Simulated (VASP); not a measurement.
In:

```
In
1.0
    -1.64822    1.69734    2.52498
     1.69734   -1.64822    2.52498
     1.60436    1.60436   -2.49270
In
1
Direct
  0.00000 0.00000 0.00000
```

Base run:

```yaml
Program: VASP 6.6.1
Functional: PBE
Potentials_or_basis: VASP PAW PBE potentials, release 64 (In_d)
Cutoff: 520 eV
k_mesh: 11 × 11 × 14
Occupations: fermi-dirac, width 0.03 eV
Spin: no spin polarisation
```

Its results: band gap on the k mesh zero (an odd number of electrons rules out a gap without spin polarisation); pressure 0.0 GPa.

Q: The run is repeated on the same cell with these changes: occupations from fermi-dirac, width 0.03 eV to fermi-dirac, width 0.6 eV. What comes out?

A: Band gap on the k mesh zero (an odd number of electrons rules out a gap without spin polarisation); pressure 1.4 GPa.

Caveats: spin-orbit coupling is left out, which moves the levels of the heavy elements; so wide a smearing shifts energies and pressures (at least some runs).
